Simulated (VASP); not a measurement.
# K3Na13Cl16 (P1) in VASP: relaxation of volume and atoms at fixed shape with PBEsol

Aim: the relaxation of volume and atoms at fixed shape of K3Na13Cl16 with PBEsol.

All numbers are computed with VASP 6.6.1; they aren't measurements. Logs are shortened: lines on timing, memory, paths and dates and some standing lists are left out, and cuts for length are marked.

**1. The cell of the first run**

The typed cell holds 64 atoms: a = 11.445 Å, b = 11.445 Å, c = 11.445 Å, α = 90.00°, β = 90.00°, γ = 90.00°.

**2. Relaxation of volume and atoms at fixed shape, PBEsol**

File INCAR:

```
SYSTEM = K3Na13Cl16
PREC     = Accurate       ! precision mode
ENCUT    = 500            ! plane-wave cutoff, eV
EDIFF    = 1E-7           ! SCF threshold, eV
ISMEAR   = -1             ! smearing method
SIGMA    = 0.05           ! smearing width, eV
LREAL    = Auto         
LASPH    = .TRUE.         ! aspherical terms in the spheres
NELM     = 120            ! most SCF steps
ALGO     = Normal         ! electronic algorithm
ISIF     = 8              ! what is computed and relaxed
LWAVE    = .FALSE.        ! write WAVECAR
LCHARG   = .FALSE.        ! write CHGCAR
GGA      = PS             ! functional
IBRION   = 2              ! ionic algorithm
NSW      = 100            ! ionic steps
EDIFFG   = -0.03          ! ionic threshold
ISYM     = -1           
GGA_COMPAT= .FALSE.      
NELMIN   = 4            
KPAR     = 1
```

File KPOINTS:

```
explicit points
1
Reciprocal
  0.25000000   0.25000000   0.25000000 1
```

File POSCAR:

```
K3Na13Cl16
1.0
   11.4445810000      0.0000000000      0.0000000000
    0.0000000000     11.4445810000      0.0000000000
    0.0000000000      0.0000000000     11.4445810000
Cl Na K
32 26 6
Direct
    0.2506160000      0.9979360000      0.0006820000
    0.2518940000      0.0017230000      0.4996020000
    0.2498490000      0.4989430000      0.9977560000
    0.2511590000      0.4993020000      0.4998720000
    0.7486200000      0.0016030000      0.9998770000
    0.7488220000      0.0018940000      0.5020200000
    0.7501590000      0.5002520000      0.0012540000
    0.7519310000      0.5005460000      0.4985930000
    0.9987280000      0.2517260000      0.9988460000
    0.0003270000      0.2502720000      0.4985840000
    0.0035120000      0.7513100000      0.0000310000
    0.0007460000      0.7516750000      0.4996700000
    0.4976080000      0.2474110000      0.0004630000
    0.5006670000      0.2507910000      0.4985380000
    0.5015430000      0.7518370000      0.9951560000
    0.5021780000      0.7496050000      0.5020290000
    0.0010180000      0.9967080000      0.2499470000
    0.0006940000      0.9985370000      0.7511090000
    0.0036460000      0.4996710000      0.2518880000
    0.0006560000      0.5003330000      0.7472850000
    0.5016270000      0.9991670000      0.2499220000
    0.5010560000      0.9977930000      0.7493670000
    0.5000660000      0.4986690000      0.2499600000
    0.5022780000      0.4993430000      0.7509360000
    0.2510590000      0.2533680000      0.2494140000
    0.2462830000      0.2496890000      0.7536910000
    0.2511250000      0.7517180000      0.2497040000
    0.2483610000      0.7493150000      0.7496440000
    0.7508270000      0.2516090000      0.2481750000
    0.7476670000      0.2535820000      0.7504300000
    0.7504520000      0.7489380000      0.2468710000
    0.7500970000      0.7524720000      0.7500020000
    0.9998220000      0.9983030000      0.0044020000
    0.9999390000      0.0007670000      0.5009310000
    0.9992070000      0.5006440000      0.0011010000
    0.9999540000      0.4987350000      0.4987500000
    0.5001030000      0.9996590000      0.0023180000
    0.4986130000      0.0005050000      0.5001470000
    0.4999490000      0.5012020000      0.9969800000
    0.5011440000      0.4994900000      0.5001950000
    0.2486770000      0.2514000000      0.5011880000
    0.2518230000      0.7496550000      0.9982620000
    0.2497300000      0.7517730000      0.4997960000
    0.7501770000      0.2477190000      0.0022880000
    0.7514980000      0.7499680000      0.4980200000
    0.2491310000      0.0014040000      0.2497920000
    0.2500570000      0.0008790000      0.7488680000
    0.2514890000      0.4994970000      0.2489530000
    0.2499370000      0.5027790000      0.7498540000
    0.7508510000      0.9978030000      0.2533850000
    0.7530770000      0.9996980000      0.7481930000
    0.7502900000      0.5028160000      0.7465510000
    0.0011590000      0.2497110000      0.2495930000
    0.0009240000      0.7511940000      0.2469180000
    0.9966770000      0.7482180000      0.7483250000
    0.5006580000      0.2444240000      0.7474000000
    0.4991340000      0.7538470000      0.2524440000
    0.5007770000      0.7473560000      0.7498260000
    0.2461940000      0.2503800000      0.0010890000
    0.7524140000      0.2502110000      0.4990020000
    0.7503290000      0.7486180000      0.9988750000
    0.7513500000      0.4985140000      0.2494960000
    0.0011510000      0.2505290000      0.7517510000
    0.5005040000      0.2510400000      0.2508740000
```

Potentials or basis: VASP PAW PBE potentials, release 64 (Cl, Na_pv, K_sv).

Command:

```
cat potpaw_PBE.64/Cl/POTCAR potpaw_PBE.64/Na_pv/POTCAR potpaw_PBE.64/K_sv/POTCAR > POTCAR
mpirun -np 4 vasp_std > vasp.out
```

OUTCAR:

```text
SYSTEM = K3Na13Cl16
   PREC = Accurate
   ENCUT = 500
   EDIFF = 1E-7
   ISMEAR = -1
   LREAL = Auto
   LASPH = .TRUE.
   NELM = 120
   ISIF = 8
   GGA = PS
   IBRION = 2
   NSW = 100
   EDIFFG = -0.03
   ISYM = -1
   NELMIN = 4

 ion  position               nearest neighbor table
   1  0.251  0.998  0.001-  59 2.89
   2  0.252  0.002  0.500-
   3  0.250  0.499  0.998-  59 2.85
   4  0.251  0.499  0.500-
   5  0.749  0.002  1.000-  61 2.90
   6  0.749  0.002  0.502-  60 2.84
   7  0.750  0.500  0.001-  62 2.84  61 2.84
   8  0.752  0.501  0.499-  62 2.85  60 2.86
   9  0.999  0.252  0.999-  63 2.83  59 2.83
  10  0.000  0.250  0.499-  60 2.84  63 2.90
  11  0.004  0.751  0.000-  61 2.90
  12  0.001  0.752  0.500-
  13  0.498  0.247  0.000-  64 2.87  59 2.88
  14  0.501  0.251  0.499-  64 2.83  60 2.88
  15  0.502  0.752  0.995-  61 2.85
  16  0.502  0.750  0.502-
  17  0.001  0.997  0.250-
  18  0.001  0.999  0.751-  63 2.88
  19  0.004  0.500  0.252-  62 2.89
  20  0.001  0.500  0.747-  63 2.86
  21  0.502  0.999  0.250-  64 2.88
  22  0.501  0.998  0.749-
  23  0.500  0.499  0.250-  64 2.83  62 2.88
  24  0.502  0.499  0.751-
  25  0.251  0.253  0.249-  59 2.84  64 2.85
  26  0.246  0.250  0.754-  63 2.81  59 2.83
  27  0.251  0.752  0.250-
  28  0.248  0.749  0.750-
  29  0.751  0.252  0.248-  62 2.83  64 2.87  60 2.87
  30  0.748  0.254  0.750-  60 2.88  63 2.90
  31  0.750  0.749  0.247-  61 2.84  62 2.87
  32  0.750  0.752  0.750-  61 2.85
  33  1.000  0.998  0.004-
  34  1.000  0.001  0.501-
  35  0.999  0.501  0.001-
  36  1.000  0.499  0.499-
  37  0.500  1.000  0.002-
  38  0.499  0.001  0.500-
[... 18 lines left out ...]
  57  0.499  0.754  0.252-
  58  0.501  0.747  0.750-
  59  0.246  0.250  0.001-  26 2.83   9 2.83  25 2.84   3 2.85  13 2.88   1 2.89
  60  0.752  0.250  0.499-  10 2.84   6 2.84   8 2.86  29 2.87  30 2.88  14 2.88
  61  0.750  0.749  0.999-  31 2.84   7 2.84  15 2.85  32 2.85   5 2.90  11 2.90
  62  0.751  0.499  0.249-  29 2.83   7 2.84   8 2.85  31 2.87  23 2.88  19 2.89
  63  0.001  0.251  0.752-  26 2.81   9 2.83  20 2.86  18 2.88  10 2.90  30 2.90
  64  0.501  0.251  0.251-  23 2.83  14 2.83  25 2.85  29 2.87  13 2.87  21 2.88

IMPORTANT INFORMATION: All symmetrisations will be switched off!
NOSYMM: (Re-)initialisation of all symmetry stuff for point group C_1.

----------------------------------------------------------------------------------------

                                     Primitive cell

  volume of cell :    1498.9933

  direct lattice vectors                    reciprocal lattice vectors
    11.444581000  0.000000000  0.000000000     0.087377598  0.000000000  0.000000000
     0.000000000 11.444581000  0.000000000     0.000000000  0.087377598  0.000000000
     0.000000000  0.000000000 11.444581000     0.000000000  0.000000000  0.087377598

  length of vectors
    11.444581000 11.444581000 11.444581000     0.087377598  0.087377598  0.087377598

  position of ions in fractional coordinates (direct lattice)
     0.250616000  0.997936000  0.000682000
     0.251894000  0.001723000  0.499602000
     0.249849000  0.498943000  0.997756000
     0.251159000  0.499302000  0.499872000
     0.748620000  0.001603000  0.999877000
     0.748822000  0.001894000  0.502020000
[... 56 lines left out ...]
     0.001151000  0.250529000  0.751751000
     0.500504000  0.251040000  0.250874000

  ion indices of the primitive-cell ions
   primitive index   ion index
                 1           1
                 2           2
                 3           3
                 4           4
                 5           5
                 6           6
[... 56 lines left out ...]
                63          63
                64          64

----------------------------------------------------------------------------------------

 KPOINTS: explicit points

Read explicit list of k-points.

 Found      1 k-points:

 Following reciprocal coordinates:
            Coordinates               Weight
  0.250000  0.250000  0.250000      1.000000
   k-points           NKPTS =      1   k-points in BZ     NKDIM =      1   number of bands    NBANDS=    276
   number of dos      NEDOS =    301   number of ions     NIONS =     64
   total plane-waves  NPLWV = 592704
   dimension x,y,z NGX =    84 NGY =   84 NGZ =   84
   dimension x,y,z NGXF=   168 NGYF=  168 NGZF=  168
   ions per type =              32  26   6
   NGX,Y,Z   is equivalent  to a cutoff of  12.20, 12.20, 12.20 a.u.
   NGXF,Y,Z  is equivalent  to a cutoff of  24.40, 24.40, 24.40 a.u.
 SYSTEM =  K3Na13Cl16
   PREC   = accura    normal or accurate (medium, high low for compatibility)
   ISTART =      0    job   : 0-new  1-cont  2-samecut
   ICHARG =      2    charge: 1-file 2-atom 10-const
   ISPIN  =      1    spin polarized calculation?
   LNONCOLLINEAR =      F non collinear calculations
   LSORBIT =      F    spin-orbit coupling
   LASPH  =      T    aspherical Exc in radial PAW
   ENCUT  =  500.0 eV  36.75 Ry    6.06 a.u.  20.87 20.87 20.87*2*pi/ulx,y,z
   NELM   =    120;   NELMIN=  4; NELMDL= -5     # of ELM steps
   EDIFF  = 0.1E-06   stopping-criterion for ELM
   LREAL  =      T    real-space projection
   EDIFFG = -.3E-01   stopping-criterion for IOM
   NSW    =    100    number of steps for IOM
   IBRION =      2    ionic relax: 0-MD 1-quasi-New 2-CG
   NFREE  =      1    steps in history (QN), initial steepest desc. (CG)
   ISIF   =      8    stress and relaxation
   ISYM   =     -1    0-nonsym 1-usesym 2-fastsym
   POTIM  = 0.5000    time-step for ionic-motion
   TEBEG  =    0.0;   TEEND  =   0.0 temperature during run
   PSTRESS=    0.0 pullay stress
   NELECT =     460.0000    total number of electrons
   NUPDOWN=      -1.0000    fix difference up-down
   EMIN   =  10.00;   EMAX   =-10.00  energy-range for DOS
   EFERMI =   0.00;   METHOD = LEGACY
   ISMEAR =    -1;   SIGMA  =   0.05  broadening in eV -4-tet -1-fermi 0-gaus
   EFERMI_NEDOS =   21; number of points for ismear=-14 and -15
   IALGO  =     38    algorithm
   IMIX   =      4    mixing-type and parameters
     AMIX     =   0.40;   BMIX     =  1.00
     AMIX_MAG =   1.60;   BMIX_MAG =  1.00
  volume/ion in A,a.u.               =      23.42       158.06
  Fermi-wavevector in a.u.,A,eV,Ry     =   1.104233  2.086699 16.590011  1.219331
  Thomas-Fermi vector in A             =   2.240703
   LORBIT       =      0    0 simple, 1 ext, 2 COOP (PROOUT), +10 PAW based schemes
   GGA     = PS    functional components
   LHFCALC =     F    Hartree Fock is set to
   AEXX    =    0.0000 exact exchange contribution
   IVDW    =     0    specifies the selected vdW correction
   LEPSILON=     F    determine dielectric tensor
   LRPA    =     F    only Hartree local field effects (RPA)
 conjugate gradient relaxation of ions
 non-spin polarized calculation
  energy-cutoff  :      500.00
  volume of cell :     1498.99
 maximum number of plane-waves:     38007
 NGX is ok and might be reduce to    84
   NGX = 41   NGY = 41   NGZ = 41

--------------------------------------- Ionic step        1  -------------------------------------------

 number of electron     459.9999967 magnetization

 Free energy of the ion-electron system (eV)
  ---------------------------------------------------
  ext. energy  EPLUGINS =         0.00000000
  ---------------------------------------------------
  free energy    TOTEN  =      -221.85075482 eV

  energy without entropy =     -221.85075482  energy(sigma->0) =     -221.85075482

------------------------ aborting loop because EDIFF is reached ----------------------------------------

  FORCE on cell =-STRESS in cart. coord.  units (eV):
  Direction    XX          YY          ZZ          XY          YZ          ZX
  --------------------------------------------------------------------------------------
  -------------------------------------------------------------------------------------
  Total        5.0599197      5.2453212      5.7798587     -0.1619324     -0.1962847      0.0589631
  in kB        5.4082221      5.6063858      6.1777185     -0.1730791     -0.2097960      0.0630219
  external PRESSURE =       5.7307755 kB  Pullay stress =       0.0000000 kB
[... 275 lines left out ...]
  FREE ENERGIE OF THE ION-ELECTRON SYSTEM (eV)
  ---------------------------------------------------
  free  energy   TOTEN  =      -222.7865616776 eV

  energy  without entropy=     -222.7865616775  energy(sigma->0) =     -222.78656168

[... ionic steps 4 to 8 ...]

--------------------------------------- Ionic step        9  -------------------------------------------

 number of electron     460.0000075 magnetization

------------------------ aborting loop because EDIFF is reached ----------------------------------------
[... 191 lines left out ...]
--------------------------------------- Ionic step       11  -------------------------------------------

 number of electron     460.0000063 magnetization

 Free energy of the ion-electron system (eV)
  ---------------------------------------------------
  ext. energy  EPLUGINS =         0.00000000
  ---------------------------------------------------
  free energy    TOTEN  =      -223.06925780 eV

  energy without entropy =     -223.06925780  energy(sigma->0) =     -223.06925780

 E-fermi :   0.3255     XC(G=0):  -8.2706

 val. band max:       -0.9864520320   @ k =   0.2500   0.2500   0.2500
 cond. band min:       4.4521030318   @ k =   0.2500   0.2500   0.2500
 fundamental gap:      5.4385550638
 Fermi energy:         0.3255106038

 k-point     1 :       0.2500    0.2500    0.2500
  band No.  band energies     occupation
      1     -27.8721      2.00000
      2     -27.8087      2.00000
      3     -27.7822      2.00000
      4     -27.7544      2.00000
      5     -27.7354      2.00000
      6     -27.7166      2.00000
[... 234 lines left out ...]
    241       6.3942      0.00000
    242       6.4136      0.00000
 [bands above 242 left out]

------------------------ aborting loop because EDIFF is reached ----------------------------------------

  FORCE on cell =-STRESS in cart. coord.  units (eV):
  Direction    XX          YY          ZZ          XY          YZ          ZX
  --------------------------------------------------------------------------------------
  -------------------------------------------------------------------------------------
  Total       -0.1407995     -0.1839738     -0.1378371     -0.1672245      0.0260845     -0.4908762
  in kB       -0.1491213     -0.1948473     -0.1459838     -0.1771081      0.0276262     -0.5198888
  external PRESSURE =      -0.1633175 kB  Pullay stress =       0.0000000 kB
[... 79 lines left out ...]
  FREE ENERGIE OF THE ION-ELECTRON SYSTEM (eV)
  ---------------------------------------------------
  free  energy   TOTEN  =      -223.0692577976 eV

  energy  without entropy=     -223.0692577976  energy(sigma->0) =     -223.06925780

 reached required accuracy - stopping structural energy minimisation
```

Run time: 40 min. Hardware: 4 MPI ranks of Intel Xeon Platinum 8259CL at 2.50GHz (Skylake/Cascade Lake), shared host; peak memory 0.52 GiB.

What came out:

| Quantity | Value |
| --- | --- |
| Free energy | -223.0693 eV |
| Relaxed volume | 23.64 Å³/atom |
| Relaxed cell | a = 11.480 Å, b = 11.480 Å, c = 11.480 Å, α = 90.00°, β = 90.00°, γ = 90.00° |
| Space group after relaxing (to 0.1 Å) | P1 (No. 1) |
| Energy gained by relaxing | 19.0 meV/atom |
| Ionic steps | 11 |
| Pressure after relaxing | 0.0 GPa |
| Largest force after relaxing | 0.027 eV/Å |
| Band gap on the k mesh | 5.44 eV |

Forces on the atoms (eV/Å):
```
Cl   0.003 -0.005 -0.007
Cl  -0.002 -0.018  0.007
Cl   0.006  0.017 -0.009
Cl  -0.001  0.012 -0.001
Cl  -0.001 -0.010 -0.004
Cl   0.001 -0.012  0.000
Cl  -0.003  0.000  0.010
Cl  -0.006  0.005 -0.005
Cl   0.001  0.002  0.005
Cl   0.012  0.010  0.013
Cl  -0.006  0.006  0.010
Cl   0.010  0.000  0.015
Cl  -0.009  0.010  0.008
Cl   0.006  0.003  0.007
Cl  -0.011 -0.002 -0.004
Cl  -0.015  0.005 -0.002
Cl   0.008 -0.008  0.000
Cl   0.007  0.002 -0.007
Cl  -0.003  0.012  0.000
Cl   0.016  0.012  0.002
Cl  -0.008 -0.001 -0.002
Cl  -0.014 -0.005 -0.003
Cl  -0.008 -0.003  0.002
Cl  -0.014  0.022 -0.004
Cl  -0.001 -0.010 -0.007
Cl   0.006 -0.001 -0.001
Cl  -0.001 -0.004  0.009
Cl   0.009 -0.004  0.001
Cl  -0.002  0.010 -0.011
Cl   0.017 -0.010 -0.004
Cl   0.010 -0.016  0.006
Cl  -0.012  0.000  0.012
Na   0.006 -0.008 -0.014
Na   0.001 -0.003  0.003
Na   0.011  0.007 -0.005
Na  -0.004  0.004  0.004
Na  -0.005 -0.006  0.002
Na   0.001 -0.006 -0.005
Na  -0.009  0.007  0.001
Na  -0.002  0.006  0.000
Na  -0.013 -0.011 -0.008
Na  -0.005  0.006  0.003
Na   0.002  0.003  0.001
Na   0.018 -0.003  0.003
Na  -0.003 -0.009 -0.002
Na   0.011 -0.001 -0.001
Na  -0.005 -0.005  0.003
Na   0.002  0.004  0.003
Na  -0.007  0.006  0.005
Na  -0.004 -0.003 -0.008
Na   0.000 -0.010 -0.001
Na  -0.001  0.000 -0.013
Na   0.005 -0.004  0.000
Na  -0.009 -0.003 -0.003
Na   0.011  0.002  0.003
Na  -0.005  0.012 -0.009
Na   0.000  0.003 -0.005
Na  -0.001  0.009  0.005
K    0.018 -0.011  0.006
K   -0.005  0.014 -0.005
K    0.009 -0.009  0.019
K   -0.008  0.001  0.005
K   -0.013 -0.009 -0.012
K    0.006 -0.003 -0.005
```

Stress tensor (GPa, compression positive):
```
-0.01 -0.02 -0.05
-0.02 -0.02  0.00
-0.05  0.00 -0.01
```

Step by step:
| step | energy change (eV) | largest force (eV/Å) | pressure (GPa) | volume (Å³) |
| --- | --- | --- | --- | --- |
| 1 | 0.0000 | 0.9318 | 0.57 | 1498.99 |
| 2 | -0.4620 | 0.6869 | 0.14 | 1517.24 |
| 3 | -0.9358 | 0.2480 | -0.67 | 1559.07 |
| 4 | -0.9453 | 0.2001 | -0.77 | 1565.28 |
| 5 | -1.1220 | 0.1299 | -0.34 | 1533.19 |
| 6 | -1.1675 | 0.1240 | 0.09 | 1504.88 |
| 7 | -1.1680 | 0.1246 | 0.05 | 1507.32 |
| 8 | -1.1847 | 0.1018 | 0.05 | 1507.88 |
| 9 | -1.2119 | 0.0503 | 0.03 | 1509.56 |
| 10 | -1.2134 | 0.0622 | 0.02 | 1510.06 |
| 11 | -1.2185 | 0.0268 | -0.02 | 1512.77 |

Levels at points of the mesh, in eV from the valence-band top:
| k point | band 228 | band 229 | band 230 | band 231 | band 232 | band 233 |
| --- | --- | --- | --- | --- | --- | --- |
| (0.25, 0.25, 0.25) | -0.12 | -0.01 | 0.00 | 5.44 | 6.39 | 6.39 |

Caveat: the PAW data sets were made with another functional, which shifts forces and pressure a little; a shifted mesh leaves out Γ, where band edges can lie.
